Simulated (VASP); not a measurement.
Write the native input for VASP 6.6.1 that does the following.

| Item | Value |
| --- | --- |
| Task | single point |
| Functional | PBE |
| Potentials or basis | VASP PAW PBE potentials, release 64 (Si, Mo_sv) |
| Cutoff | 520 eV |
| k mesh | 4 × 4 × 4 |
| Occupations | gaussian, width 0.1 eV |
| Spin | no spin polarisation |
| Dipole correction | no |
| Further INCAR settings | ALGO = Normal; EDIFF = 1e-07; NBANDS = 26 |

The structure of Si5Mo lies in POSCAR:

```
Si5Mo
1.0
    3.2119496900     -3.3592942100      0.0000000000
    3.2119496900      3.3592942100      0.0000000000
    0.0000000000      0.0000000000      5.0157064500
Si Mo
5 1
Direct
    0.3523263000      0.3523263000      0.0000000000
    0.6476737000      0.6476737000      0.0000000000
    0.8023998600      0.1976001400      0.0000000000
    0.1976001400      0.8023998600      0.0000000000
    0.0000000000      0.0000000000      0.0000000000
    0.5000000000      0.5000000000      0.5000000000
```

The cell was built from a structure type or drawn by symmetry, and may not be a known phase.

The input as run:

INCAR

```
SYSTEM = Si5Mo
PREC     = Accurate       ! precision mode
ENCUT    = 520            ! plane-wave cutoff, eV
EDIFF    = 1E-7           ! SCF threshold, eV
ISMEAR   = 0              ! smearing method
SIGMA    = 0.1            ! smearing width, eV
LREAL    = .False.        ! projectors in reciprocal space
LASPH    = .True.         ! aspherical terms in the spheres
NELM     = 100            ! most SCF steps
ALGO     = Normal         ! electronic algorithm
ISIF     = 2              ! what is computed and relaxed
LWAVE    = .False.        ! write WAVECAR
LCHARG   = .False.        ! write CHGCAR
GGA      = PE             ! functional
NBANDS   = 26             ! bands
```

KPOINTS

```
Automatic mesh
0
Gamma
  4 4 4
  0 0 0
```

Potentials or basis: VASP PAW PBE potentials, release 64 (Si, Mo_sv).

Command:

```sh
$ cat potpaw_PBE.64/Si/POTCAR potpaw_PBE.64/Mo_sv/POTCAR > POTCAR
$ mpirun -np 1 vasp_std > vasp.out
```

Results of the run:

- Pressure: 114.4 GPa
- Largest force: 74.231 eV/Å
- Band gap on the k mesh: zero (bands 17 and 18 overlap by 0.82 eV)

Caveat: atoms lie so close that the PAW spheres overlap strongly, which falsifies energies and pressures; the cell stands under pressure; forces of over 1 eV/Å act on the atoms, so gaps and moduli don't describe the material at rest.

Wall time 110 s on 1 thread of Intel Xeon 8259CL, with other jobs on the host, peak memory 0.24 GiB.
